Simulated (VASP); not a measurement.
**KTaO3: single point with PBE**

Crystal: KTaO3.

```
Ta K O
1.0
     3.90688    0.00000    0.00000
     0.00000    3.90688    0.00000
     0.00000    0.00000    3.90688
Ta K O
1 1 3
Direct
  0.00000 0.00000 0.00000
  0.50000 0.50000 0.50000
  0.00000 0.00000 0.50000
  0.00000 0.50000 0.00000
  0.50000 0.00000 0.00000
```

* Program: VASP 6.6.1
* Task: single point
* Functional: PBE
* Potentials or basis: VASP PAW PBE potentials, release 64 (Ta_sv_GW, K_sv, O)
* Cutoff: 700 eV
* k mesh: 7 × 7 × 7
* Occupations: fermi-dirac, width 0.05 eV
* Spin: no spin polarisation

```json
{"Pressure": "20.7 GPa", "Band gap on the k mesh": "2.41 eV (least direct gap 2.92 eV)"}
```

Levels at points of the mesh, in eV from the valence-band top:
```
           k point  band 18  band 19  band 20  band 21  band 22  band 23
(0.00, 0.00, 0.00)    -0.51    -0.51    -0.51     2.41     2.41     2.41
```

Run time: 91 s on 1 thread of Intel(R) Xeon(R) Platinum 8488C (Sapphire Rapids) (shared host), peak memory 0.23 GiB.

Caveat: the cell stands under pressure; spin-orbit coupling is left out, which moves the levels of the heavy elements; an odd mesh through Γ misses points on the zone boundary, where band edges can lie.
